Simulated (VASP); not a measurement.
Write the native input for VASP 6.6.1 that does the following.

```
Task                   : single point
Functional             : PBEsol
Potentials or basis    : VASP PAW PBE potentials, release 64 (Zr_sv, B)
Cutoff                 : 520 eV
k mesh                 : 18 × 18 × 12
Occupations            : gaussian, width 0.15 eV
Spin                   : no spin polarisation
Dipole correction      : no
Further INCAR settings : ALGO = Normal; EDIFF = 1e-06; NBANDS = 16
```

The structure of ZrB2 lies in POSCAR:

```
ZrB2
1.0
    3.2763365251      0.0000000000      0.0000000000
   -1.6381682626      2.8373906621      0.0000000000
    0.0000000000      0.0000000000      3.6417923523
Zr B
1 2
Direct
    0.0000000000      0.0000000000      0.0000000000
    0.3333333333      0.6666666667      0.5000000000
    0.6666666667      0.3333333333      0.5000000000
```

These files were run (other wordings do the same):

INCAR

```
ALGO = Normal
EDIFF = 1E-6
ENCUT = 520
GGA = PS
ISIF = 2
ISMEAR = 0
LASPH = T
LCHARG = F
LREAL = F
LWAVE = F
NBANDS = 16
NELM = 80
PREC = Accurate
SIGMA = 0.15
```

KPOINTS

```
k-points
0
Gamma
  18 18 12
```

Potentials or basis: VASP PAW PBE potentials, release 64 (Zr_sv, B).

Launch:

```sh
$ cat potpaw_PBE.64/Zr_sv/POTCAR potpaw_PBE.64/B/POTCAR > POTCAR
$ mpirun -np 1 vasp_std > vasp.out
```

It gave:

```
Pressure               : -22.5 GPa
Band gap on the k mesh : zero (bands 9 and 10 overlap by 1.10 eV)
```

Caveat: the cell stands under tension; the PAW data sets were made with another functional, which shifts forces and pressure a little.

It took 100 s on 1 thread of AMD EPYC 7R43 64-Core Processor (Zen 3), with other jobs on the host, peak memory 0.22 GiB.
